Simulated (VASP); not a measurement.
Wanted: the native input for a VASP 6.6.1 run.

```yaml
Task: single point
Functional: PBEsol
Potentials_or_basis: VASP PAW PBE potentials, release 64 (O_h)
Cutoff: 1340 eV
k_mesh: 5 × 5 × 5
Occupations: fermi-dirac, width 0.1 eV
Spin: no spin polarisation
Dipole_correction: no
Further_INCAR_settings: ALGO = Normal; EDIFF = 1e-06; NBANDS = 13
```

The structure of O lies in POSCAR:

```
O
1.0
    1.4233500000      0.8217720000      3.4083000000
   -1.4233500000      0.8217720000      3.4083000000
    0.0000000000     -1.6435430000      3.4083000000
O
2
Direct
    0.0577000000      0.0577000000      0.0577000000
    0.9423000000      0.9473000000      0.9423000000
```

The input as run:

INCAR

```
SYSTEM = O
PREC = Accurate
ENCUT = 1340
EDIFF = 1E-6
ISMEAR = -1
SIGMA = 0.1
LREAL = .FALSE.
LASPH = .TRUE.
NELM = 120
ALGO = Normal
ISIF = 2
LWAVE = .FALSE.
LCHARG = .FALSE.
GGA = PS
NBANDS = 13
GGA_COMPAT = .FALSE.
```

KPOINTS

```
Automatic mesh
0
G
  5 5 5
  0 0 0
```

Potentials or basis: VASP PAW PBE potentials, release 64 (O_h).

Command:

```console
$ cat potpaw_PBE.64/O_h/POTCAR > POTCAR
$ mpirun -np 1 vasp_std > vasp.out
```

It gave:

The pressure is 6.5 GPa. The largest force is 4.050 eV/Å and the band gap on the k mesh is zero (bands 6 and 7 overlap by 1.08 eV).

Caveat: the k points lie up to 0.52 Å⁻¹ apart, too coarse for converged energies and pressures of a metal; spin is off for a triplet molecule; this functional lacks dispersion, which holds the molecules together, so the pressure and a relaxed volume are unreliable; the PAW data sets were made with another functional, which shifts forces and pressure a little.

Wall time 62 s on 1 thread of Intel(R) Xeon(R) Platinum 8375C CPU @ 2.90GHz (Ice Lake), with other jobs on the host, peak memory 0.29 GiB.
